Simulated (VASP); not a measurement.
# ZnS in VASP: further runs

ZnS is run at these levels: PBE; tasks: single point.

Program: VASP 6.6.1. These are calculated values, not measurements. Logs are shortened: lines on timing, memory, paths and dates and some standing lists are left out, and cuts for length are marked.

### Step 1. The cell of the first run

It takes space group F-43m (No. 216, cubic). Conventional cell: a = 5.247 Å, b = 5.247 Å, c = 5.247 Å, α = 90.00°, β = 90.00°, γ = 90.00°. Within 3.0 Å of Zn (site symmetry -43m) lie 4 S at 2.27 Å. Within 3.0 Å of S (site symmetry -43m) lie 4 Zn at 2.27 Å.

### Step 2. Single point, PBE (strain -0.030 along x and y, -0.030 along z)

The input, INCAR:

```
ALGO = Normal ; EDIFF = 1E-7
ENCUT = 520 ; GGA = PE
ISIF = 2 ; ISMEAR = 0
LASPH = T ; LCHARG = T
LELF = T ; LREAL = F
LVHAR = T ; LWAVE = F
NBANDS = 16 ; NELM = 60
PREC = Accurate ; SIGMA = 0.05
```

The input, KPOINTS:

```
k-points
0
Gamma
  10 10 10
```

The input, POSCAR:

```
ZnS
1.0
    0.0000000000      2.6235105000      2.6235105000
    2.6235105000      0.0000000000      2.6235105000
    2.6235105000      2.6235105000      0.0000000000
Zn S
1 1
Direct
    0.0000000000      0.0000000000      0.0000000000
    0.7500000000      0.7500000000      0.7500000000
```

Potentials or basis: VASP PAW PBE potentials, release 64 (Zn, S).

Launch:

```
$ cat potpaw_PBE.64/Zn/POTCAR potpaw_PBE.64/S/POTCAR > POTCAR
$ mpirun -np 1 vasp_std > vasp.out
```

OUTCAR:

```text
EDIFF = 1E-7
   ENCUT = 520
   GGA = PE
   ISIF = 2
   ISMEAR = 0
   LASPH = T
   LREAL = F
   NELM = 60
   PREC = Accurate

 ion  position               nearest neighbor table
   1  0.000  0.000  0.000-   2 2.27   2 2.27   2 2.27   2 2.27
   2  0.750  0.750  0.750-   1 2.27   1 2.27   1 2.27   1 2.27

  LATTYP: Found a face centered cubic cell.
 ALAT       =     5.2470210000

  Lattice vectors:

 A1 = (   0.0000000000,   2.6235105000,   2.6235105000)
 A2 = (   2.6235105000,   0.0000000000,   2.6235105000)
 A3 = (   2.6235105000,   2.6235105000,   0.0000000000)

Analysis of symmetry for initial positions (statically):
=====================================================================
 Subroutine PRICEL returns:
 Original cell was already a primitive cell.

 Routine SETGRP: Setting up the symmetry group for a
 face centered cubic supercell.

 Subroutine GETGRP returns: Found 24 space group operations
 (whereof 24 operations were pure point group operations)
 out of a pool of 48 trial point group operations.

The static configuration has the point symmetry T_d .

Analysis of symmetry for dynamics (positions and initial velocities):
=====================================================================
 Subroutine PRICEL returns:
 Original cell was already a primitive cell.

 Routine SETGRP: Setting up the symmetry group for a
 face centered cubic supercell.

 Subroutine GETGRP returns: Found 24 space group operations
 (whereof 24 operations were pure point group operations)
 out of a pool of 48 trial point group operations.

The dynamic configuration has the point symmetry T_d .

 Subroutine INISYM returns: Found 24 space group operations
 (whereof 24 operations are pure point group operations),
 and found     1 'primitive' translations

----------------------------------------------------------------------------------------

                                     Primitive cell

  volume of cell :      36.1142

  direct lattice vectors                    reciprocal lattice vectors
     0.000000000  2.623510500  2.623510500    -0.190584333  0.190584333  0.190584333
     2.623510500  0.000000000  2.623510500     0.190584333 -0.190584333  0.190584333
     2.623510500  2.623510500  0.000000000     0.190584333  0.190584333 -0.190584333

  length of vectors
     3.710204130  3.710204130  3.710204130     0.330101749  0.330101749  0.330101749

  position of ions in fractional coordinates (direct lattice)
     0.000000000  0.000000000  0.000000000
     0.750000000  0.750000000  0.750000000

  ion indices of the primitive-cell ions
   primitive index   ion index
                 1           1
                 2           2

----------------------------------------------------------------------------------------

 KPOINTS: k-points

Automatic generation of k-mesh.
 Grid dimensions read from file:
 generate k-points for:   10   10   10

 Generating k-lattice:

  Cartesian coordinates                     Fractional coordinates (reciprocal lattice)
    -0.019058433  0.019058433  0.019058433     0.100000000  0.000000000  0.000000000
     0.019058433 -0.019058433  0.019058433     0.000000000  0.100000000  0.000000000
     0.019058433  0.019058433 -0.019058433     0.000000000  0.000000000  0.100000000

  Length of vectors
     0.033010175  0.033010175  0.033010175

  Shift w.r.t. Gamma in fractional coordinates (k-lattice)
     0.000000000  0.000000000  0.000000000

 Subroutine IBZKPT returns following result:
 ===========================================

 Found     47 irreducible k-points:

 Following reciprocal coordinates:
            Coordinates               Weight
  0.000000  0.000000  0.000000      1.000000
  0.100000  0.000000  0.000000      8.000000
  0.200000  0.000000  0.000000      8.000000
  0.300000  0.000000  0.000000      8.000000
  0.400000  0.000000  0.000000      8.000000
  0.500000  0.000000  0.000000      4.000000
[... 16 lines left out ...]
  0.300000  0.300000  0.000000      6.000000
  0.400000  0.300000  0.000000     24.000000
 [... further k-points ...]
   k-points           NKPTS =     47   k-points in BZ     NKDIM =     47   number of bands    NBANDS=     16
   number of dos      NEDOS =    301   number of ions     NIONS =      2
   total plane-waves  NPLWV =  21952
   dimension x,y,z NGX =    28 NGY =   28 NGZ =   28
   dimension x,y,z NGXF=    56 NGYF=   56 NGZF=   56
   ions per type =               1   1
   NGX,Y,Z   is equivalent  to a cutoff of  12.55, 12.55, 12.55 a.u.
   NGXF,Y,Z  is equivalent  to a cutoff of  25.09, 25.09, 25.09 a.u.
 SYSTEM =  unknown system
   PREC   = accura    normal or accurate (medium, high low for compatibility)
   ISTART =      0    job   : 0-new  1-cont  2-samecut
   ICHARG =      2    charge: 1-file 2-atom 10-const
   ISPIN  =      1    spin polarized calculation?
   LNONCOLLINEAR =      F non collinear calculations
   LSORBIT =      F    spin-orbit coupling
   LASPH  =      T    aspherical Exc in radial PAW
   ENCUT  =  520.0 eV  38.22 Ry    6.18 a.u.   6.90  6.90  6.90*2*pi/ulx,y,z
   NELM   =     60;   NELMIN=  2; NELMDL= -5     # of ELM steps
   EDIFF  = 0.1E-06   stopping-criterion for ELM
   LREAL  =      F    real-space projection
   EDIFFG = 0.1E-05   stopping-criterion for IOM
   NSW    =      0    number of steps for IOM
   IBRION =     -1    ionic relax: 0-MD 1-quasi-New 2-CG
   NFREE  =      0    steps in history (QN), initial steepest desc. (CG)
   ISIF   =      2    stress and relaxation
   ISYM   =      2    0-nonsym 1-usesym 2-fastsym
   POTIM  = 0.5000    time-step for ionic-motion
   TEBEG  =    0.0;   TEEND  =   0.0 temperature during run
   PSTRESS=    0.0 pullay stress
   NELECT =      18.0000    total number of electrons
   NUPDOWN=      -1.0000    fix difference up-down
   EMIN   =  10.00;   EMAX   =-10.00  energy-range for DOS
   EFERMI =   0.00;   METHOD = LEGACY
   ISMEAR =     0;   SIGMA  =   0.05  broadening in eV -4-tet -1-fermi 0-gaus
   EFERMI_NEDOS =   21; number of points for ismear=-14 and -15
   IALGO  =     38    algorithm
   IMIX   =      4    mixing-type and parameters
     AMIX     =   0.40;   BMIX     =  1.00
     AMIX_MAG =   1.60;   BMIX_MAG =  1.00
  volume/ion in A,a.u.               =      18.06       121.86
  Fermi-wavevector in a.u.,A,eV,Ry     =   1.297995  2.452854 22.922957  1.684790
  Thomas-Fermi vector in A             =   2.429351
   LORBIT       =      0    0 simple, 1 ext, 2 COOP (PROOUT), +10 PAW based schemes
   GGA     = PE    functional components
   LHFCALC =     F    Hartree Fock is set to
   AEXX    =    0.0000 exact exchange contribution
   IVDW    =     0    specifies the selected vdW correction
   LEPSILON=     F    determine dielectric tensor
   LRPA    =     F    only Hartree local field effects (RPA)
 non-spin polarized calculation
 Gauss-broadening in eV      SIGMA  =   0.05
  energy-cutoff  :      520.00
  volume of cell :       36.11
 maximum number of plane-waves:       990
   NGX = 13   NGY = 13   NGZ = 13

 number of electron      17.9999994 magnetization

 Free energy of the ion-electron system (eV)
  ---------------------------------------------------
  ext. energy  EPLUGINS =         0.00000000
  ---------------------------------------------------
  free energy    TOTEN  =        -6.73052298 eV

  energy without entropy =       -6.73052298  energy(sigma->0) =       -6.73052298

 E-fermi :   3.2801     XC(G=0): -10.0529

 val. band max:        2.9774995775   @ k =   0.0000   0.0000   0.0000
 cond. band min:       5.4896053829   @ k =   0.0000   0.0000   0.0000
 fundamental gap:      2.5121058053
 Fermi energy:         3.2801280322

 k-point     1 :       0.0000    0.0000    0.0000
  band No.  band energies     occupation
      1     -10.8219      2.00000
      2      -3.7595      2.00000
      3      -3.7595      2.00000
      4      -3.7595      2.00000
      5      -3.1504      2.00000
      6      -3.1504      2.00000
[... 8 lines left out ...]
     15      14.8340      0.00000
     16      15.3481      0.00000

 k-point     2 :       0.1000    0.0000    0.0000
  band No.  band energies     occupation
      1     -10.7342      2.00000
      2      -3.7650      2.00000
      3      -3.7429      2.00000
      4      -3.7429      2.00000
      5      -3.1521      2.00000
      6      -3.1521      2.00000
[... 8 lines left out ...]
     15      14.3629      0.00000
     16      15.9330      0.00000

 k-point     3 :       0.2000    0.0000    0.0000
  band No.  band energies     occupation
      1     -10.4908      2.00000
      2      -3.7612      2.00000
      3      -3.7021      2.00000
      4      -3.7021      2.00000
      5      -3.1524      2.00000
      6      -3.1524      2.00000
[... 8 lines left out ...]
     15      13.9227      0.00000
     16      15.7855      0.00000

 k-point     4 :       0.3000    0.0000    0.0000
  band No.  band energies     occupation
      1     -10.1563      2.00000
      2      -3.6889      2.00000
      3      -3.6587      2.00000
      4      -3.6587      2.00000
      5      -3.1421      2.00000
      6      -3.1421      2.00000
[... 8 lines left out ...]
     15      14.3407      0.00000
     16      15.1921      0.00000
[... 324 lines left out ...]
 k-point    22 :      -0.2000    0.2000    0.0000
  band No.  band energies     occupation
      1     -10.0431      2.00000
      2      -3.6820      2.00000
      3      -3.6294      2.00000
      4      -3.6279      2.00000
      5      -3.1789      2.00000
      6      -3.1041      2.00000
[... 8 lines left out ...]
     15      16.2088      0.00000
     16      18.0236      0.00000

 k-point    23 :       0.3000    0.3000    0.0000
  band No.  band energies     occupation
      1      -9.9322      2.00000
      2      -3.8729      2.00000
      3      -3.5195      2.00000
      4      -3.5195      2.00000
      5      -3.1962      2.00000
      6      -3.0879      2.00000
[... 8 lines left out ...]
     15      15.9208      0.00000
     16      20.3464      0.00000

 k-point    24 :       0.4000    0.3000    0.0000
  band No.  band energies     occupation
      1      -9.6903      2.00000
      2      -3.8448      2.00000
      3      -3.4643      2.00000
      4      -3.4569      2.00000
      5      -3.1344      2.00000
      6      -3.0782      2.00000
[... 8 lines left out ...]
     15      16.5110      0.00000
     16      19.4489      0.00000

 [... further k-points ...]

------------------------ aborting loop because EDIFF is reached ----------------------------------------

  FORCE on cell =-STRESS in cart. coord.  units (eV):
  Direction    XX          YY          ZZ          XY          YZ          ZX
  --------------------------------------------------------------------------------------
  -------------------------------------------------------------------------------------
  Total        2.2571057      2.2571057      2.2571057      0.0000000      0.0000000      0.0000000
  in kB      100.1345752    100.1345752    100.1345752      0.0000000      0.0000000      0.0000000
  external PRESSURE =     100.1345752 kB  Pullay stress =       0.0000000 kB

 VOLUME and BASIS-vectors are now :
 -----------------------------------------------------------------------------
  energy-cutoff  :      520.00
  volume of cell :       36.11
      direct lattice vectors                 reciprocal lattice vectors
     0.000000000  2.623510500  2.623510500    -0.190584333  0.190584333  0.190584333
     2.623510500  0.000000000  2.623510500     0.190584333 -0.190584333  0.190584333
     2.623510500  2.623510500  0.000000000     0.190584333  0.190584333 -0.190584333

 POSITION                                       TOTAL-FORCE (eV/Angst)
 -----------------------------------------------------------------------------------
      0.00000      0.00000      0.00000         0.000000      0.000000      0.000000
      3.93527      3.93527      3.93527        -0.000000     -0.000000     -0.000000
 -----------------------------------------------------------------------------------
    total drift:                               -0.000002     -0.000002     -0.000002

  FREE ENERGIE OF THE ION-ELECTRON SYSTEM (eV)
  ---------------------------------------------------
  free  energy   TOTEN  =        -6.7305229850 eV

  energy  without entropy=       -6.7305229850  energy(sigma->0) =       -6.73052298
```

Run time: 28 s. Hardware: 1 thread of AMD EPYC 7R43 (Zen 3), shared host; peak memory 0.13 GiB.

What came out:

```yaml
Free_energy: -6.7305 eV
Pressure: 10.0 GPa
Band_gap_on_the_k_mesh: 2.51 eV, direct
```

Levels at points of the mesh, in eV from the valence-band top:
```
           k point  band 6  band 7  band 8  band 9  band 10  band 11  band 12  band 13
(0.00, 0.00, 0.00)   -6.13    0.00    0.00    0.00     2.51     6.32     6.32     6.32
(0.50, 0.00, 0.00)   -5.97   -5.83   -1.00   -1.00     3.48     6.86     6.86     9.19
(0.50, 0.50, 0.00)   -5.88   -4.91   -2.56   -2.56     3.19     4.04    11.64    12.57
```

Caveat: the cell differs from its parent crystal (strain -0.030 along x and y, -0.030 along z).

### Step 3. Single point, PBE (strain -0.015 along x and y, -0.015 along z)

The input, INCAR:

```
SYSTEM = ZnS
PREC = Accurate
ENCUT = 520
EDIFF = 1E-6
ISMEAR = 0
SIGMA = 0.05
LREAL = .FALSE.
LASPH = .TRUE.
NELM = 100
ALGO = Normal
ISIF = 2
LWAVE = .FALSE.
LCHARG = .TRUE.
GGA = PE
LELF = .TRUE.
LVHAR = .TRUE.
NBANDS = 16
```

The input, KPOINTS:

```
regular mesh
0
G
  10 10 10
  0 0 0
```

The input, POSCAR:

```
ZnS
1.0
    0.0000000000      2.6640802500      2.6640802500
    2.6640802500      0.0000000000      2.6640802500
    2.6640802500      2.6640802500      0.0000000000
Zn S
1 1
Direct
    0.0000000000      0.0000000000      0.0000000000
    0.7500000000      0.7500000000      0.7500000000
```

Potentials or basis: VASP PAW PBE potentials, release 64 (Zn, S).

Launch:

```
$ cat potpaw_PBE.64/Zn/POTCAR potpaw_PBE.64/S/POTCAR > POTCAR
$ mpirun -np 1 vasp_std > vasp.out
```

Wall time 25 s (1 thread of AMD EPYC 7R43 (Zen 3), shared host); peak memory 0.13 GiB.

The run converged. Its results:

```yaml
Free_energy: -6.8114 eV
Pressure: 5.3 GPa
Band_gap_on_the_k_mesh: 2.30 eV, direct
```

Levels at points of the mesh, in eV from the valence-band top:
| k point | band 6 | band 7 | band 8 | band 9 | band 10 | band 11 | band 12 | band 13 |
| --- | --- | --- | --- | --- | --- | --- | --- | --- |
| (0.00, 0.00, 0.00) | -5.97 | 0.00 | 0.00 | 0.00 | 2.30 | 6.36 | 6.36 | 6.36 |
| (0.50, 0.00, 0.00) | -5.76 | -5.57 | -0.93 | -0.93 | 3.39 | 6.90 | 6.90 | 9.03 |
| (0.50, 0.50, 0.00) | -5.74 | -4.73 | -2.38 | -2.38 | 3.31 | 4.06 | 11.29 | 12.26 |

Caveat: the cell differs from its parent crystal (strain -0.015 along x and y, -0.015 along z).

### Step 4. Single point, PBE (strain +0.015 along x and y, +0.015 along z)

The input, INCAR:

```
SYSTEM = ZnS
  PREC = Accurate
  ENCUT = 520
  EDIFF = 1E-6
  ISMEAR = 0
  SIGMA = 0.05
  LREAL = .FALSE.
  LASPH = .TRUE.
  NELM = 60
  ALGO = Normal
  ISIF = 2
  LWAVE = .FALSE.
  LCHARG = .FALSE.
  GGA = PE
  NBANDS = 16
```

The input, KPOINTS:

```
Automatic mesh
0
G
  10 10 10
  0 0 0
```

The input, POSCAR:

```
ZnS
1.0
    0.0000000000      2.7452197500      2.7452197500
    2.7452197500      0.0000000000      2.7452197500
    2.7452197500      2.7452197500      0.0000000000
Zn S
1 1
Direct
    0.0000000000      0.0000000000      0.0000000000
    0.7500000000      0.7500000000      0.7500000000
```

Potentials or basis: VASP PAW PBE potentials, release 64 (Zn, S).

Launch:

```
$ cat potpaw_PBE.64/Zn/POTCAR potpaw_PBE.64/S/POTCAR > POTCAR
$ mpirun -np 1 vasp_std > vasp.out
```

OUTCAR:

```text
SYSTEM = ZnS
   PREC = Accurate
   ENCUT = 520
   EDIFF = 1E-6
   ISMEAR = 0
   LREAL = .FALSE.
   LASPH = .TRUE.
   NELM = 60
   ISIF = 2
   GGA = PE

 ion  position               nearest neighbor table
   1  0.000  0.000  0.000-   2 2.38   2 2.38   2 2.38   2 2.38
   2  0.750  0.750  0.750-   1 2.38   1 2.38   1 2.38   1 2.38

  LATTYP: Found a face centered cubic cell.
 ALAT       =     5.4904395000

  Lattice vectors:

 A1 = (   0.0000000000,   2.7452197500,   2.7452197500)
 A2 = (   2.7452197500,   0.0000000000,   2.7452197500)
 A3 = (   2.7452197500,   2.7452197500,   0.0000000000)

Analysis of symmetry for initial positions (statically):
=====================================================================
 Subroutine PRICEL returns:
 Original cell was already a primitive cell.

 Routine SETGRP: Setting up the symmetry group for a
 face centered cubic supercell.

 Subroutine GETGRP returns: Found 24 space group operations
 (whereof 24 operations were pure point group operations)
 out of a pool of 48 trial point group operations.

[... 157 lines left out ...]
  ext. energy  EPLUGINS =         0.00000000
  ---------------------------------------------------
  free energy    TOTEN  =        -6.84802501 eV

  energy without entropy =       -6.84802501  energy(sigma->0) =       -6.84802501

 E-fermi :   1.9164     XC(G=0):  -9.4078

 val. band max:        1.6751299585   @ k =   0.0000   0.0000   0.0000
 cond. band min:       3.5835665169   @ k =   0.0000   0.0000   0.0000
 fundamental gap:      1.9084365584
 Fermi energy:         1.9164063213

 k-point     1 :       0.0000    0.0000    0.0000
  band No.  band energies     occupation
      1     -11.1450      2.00000
      2      -4.4868      2.00000
      3      -4.4868      2.00000
      4      -4.4868      2.00000
      5      -4.0434      2.00000
      6      -4.0434      2.00000
[... 433 lines left out ...]
      3      -4.2664      2.00000
      4      -4.2563      2.00000
      5      -4.0150      2.00000
      6      -3.9934      2.00000
[... 8 lines left out ...]
     15      14.9535      0.00000
     16      17.1989      0.00000

 [... further k-points ...]
[... 5 lines left out ...]
  --------------------------------------------------------------------------------------
  -------------------------------------------------------------------------------------
  Total       -0.4031158     -0.4031158     -0.4031158      0.0000000     -0.0000000     -0.0000000
  in kB      -15.6091428    -15.6091428    -15.6091428      0.0000000     -0.0000000     -0.0000000
  external PRESSURE =     -15.6091428 kB  Pullay stress =       0.0000000 kB

 VOLUME and BASIS-vectors are now :
 -----------------------------------------------------------------------------
  energy-cutoff  :      520.00
  volume of cell :       41.38
      direct lattice vectors                 reciprocal lattice vectors
     0.000000000  2.745219750  2.745219750    -0.182134782  0.182134782  0.182134782
     2.745219750  0.000000000  2.745219750     0.182134782 -0.182134782  0.182134782
     2.745219750  2.745219750  0.000000000     0.182134782  0.182134782 -0.182134782

 POSITION                                       TOTAL-FORCE (eV/Angst)
 -----------------------------------------------------------------------------------
      0.00000      0.00000      0.00000        -0.000000     -0.000000     -0.000000
      4.11783      4.11783      4.11783         0.000000      0.000000      0.000000
 -----------------------------------------------------------------------------------
    total drift:                                0.000000      0.000000      0.000000

  FREE ENERGIE OF THE ION-ELECTRON SYSTEM (eV)
  ---------------------------------------------------
  free  energy   TOTEN  =        -6.8480250068 eV

  energy  without entropy=       -6.8480250068  energy(sigma->0) =       -6.84802501
```

Wall time 30 s (1 thread of AMD EPYC 7R43 (Zen 3), shared host); peak memory 0.15 GiB.

What came out:

- Free energy: -6.8480 eV
- Pressure: -1.6 GPa
- Band gap on the k mesh: 1.91 eV, direct

Caveat: the cell differs from its parent crystal (strain +0.015 along x and y, +0.015 along z).

[end of part 1 of 2]
